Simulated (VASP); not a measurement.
Here is a VASP 6.6.1 calculation.

INCAR

```
SYSTEM = PbS
PREC     = Accurate       ! precision mode
ENCUT    = 520            ! plane-wave cutoff, eV
EDIFF    = 1E-6           ! SCF threshold, eV
ISMEAR   = -1             ! smearing method
SIGMA    = 0.05           ! smearing width, eV
LREAL    = .False.        ! projectors in reciprocal space
LASPH    = .True.         ! aspherical terms in the spheres
NELM     = 60             ! most SCF steps
ALGO     = Normal         ! electronic algorithm
ISIF     = 2              ! what is computed and relaxed
LWAVE    = .False.        ! write WAVECAR
LCHARG   = .False.        ! write CHGCAR
GGA      = RP             ! functional
IVDW     = 13             ! dispersion correction
NBANDS   = 17             ! bands
```

The input KPOINTS:

```
Automatic mesh
0
Gamma
  8 8 8
  0 0 0
```

File POSCAR:

```
PbS
1.0
    0.0000000000      2.9711423229      2.9711423229
    2.9711423229      0.0000000000      2.9711423229
    2.9711423229      2.9711423229      0.0000000000
Pb S
1 1
Direct
    0.0000000000      0.0000000000      0.0000000000
    0.5000000000      0.5000000000      0.5000000000
```

Potentials or basis: VASP PAW PBE potentials, release 64 (Pb_d, S).

Command:

```console
$ cat potpaw_PBE.64/Pb_d/POTCAR potpaw_PBE.64/S/POTCAR > POTCAR
$ mpirun -np 1 vasp_std > vasp.out
```

Problem. What does it give for the pressure?

Solution. -0.1 GPa.

Problem. Estimate the dispersion energy per atom.

Solution. -0.709 eV.

Caveat: the PAW data sets were made with another functional, which shifts forces and pressure a little.
